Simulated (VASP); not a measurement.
Input of a VASP 6.6.1 run:

File INCAR:

```
SYSTEM = Sn4P11
PREC     = Accurate       ! precision mode
ENCUT    = 520            ! plane-wave cutoff, eV
EDIFF    = 1E-6           ! SCF threshold, eV
ISMEAR   = -1             ! smearing method
SIGMA    = 0.1034         ! smearing width, eV
LREAL    = Auto         
LASPH    = .TRUE.         ! aspherical terms in the spheres
NELM     = 80             ! most SCF steps
ALGO     = Normal         ! electronic algorithm
ISIF     = 2              ! what is computed and relaxed
LWAVE    = .FALSE.        ! write WAVECAR
LCHARG   = .FALSE.        ! write CHGCAR
GGA      = PE             ! functional
NBANDS   = 68             ! bands
ISYM     = 0
```

KPOINTS

```
Automatic mesh
0
Gamma
  1 1 1
  0.25 0.25 0.25
```

The input POSCAR:

```
Sn4P11
1.0
    6.9109540000     -0.1477090000      0.0559190000
   -0.1477090000      6.8279300000     -0.2761220000
    0.0559190000     -0.2761220000      6.8173210000
Sn P
4 11
Direct
    0.8450655989      0.5272595069      0.0409609180
    0.2385906728      0.0982641718      0.6172738746
    0.8010307871      0.1099903495      0.6338211028
    0.2796274517      0.4185506989     -0.0158756543
    0.4043378355      0.7954589731      0.1492921567
    0.4513075122      0.5798028844      0.4218002449
    0.9528503705      0.6091097205      0.6768166197
    0.5576273576      0.2105054609      0.9555702635
    0.0219735104      0.4011543488      0.4534449536
   -0.0206428559      0.1552531821      0.1864682838
    0.4308867119      0.7606723917      0.7033014329
    0.9624969922      0.8723949918      0.9583353315
    0.0823790791      0.8399475053      0.3265934565
    0.6260100048      0.0698490799      0.2244852508
    0.7004223666      0.7384702531      0.5281379540
```

Potentials or basis: VASP PAW PBE potentials, release 64 (Sn_d, P).

Run with:

```bash
$ cat potpaw_PBE.64/Sn_d/POTCAR potpaw_PBE.64/P/POTCAR > POTCAR
$ mpirun -np 1 vasp_std > vasp.out
```

(1) Predict the pressure.

(2) Predict the largest force.

Answers

(1) 1.5 GPa.

(2) 2.369 eV/Å.

Caveat: the k points lie up to 0.92 Å⁻¹ apart.
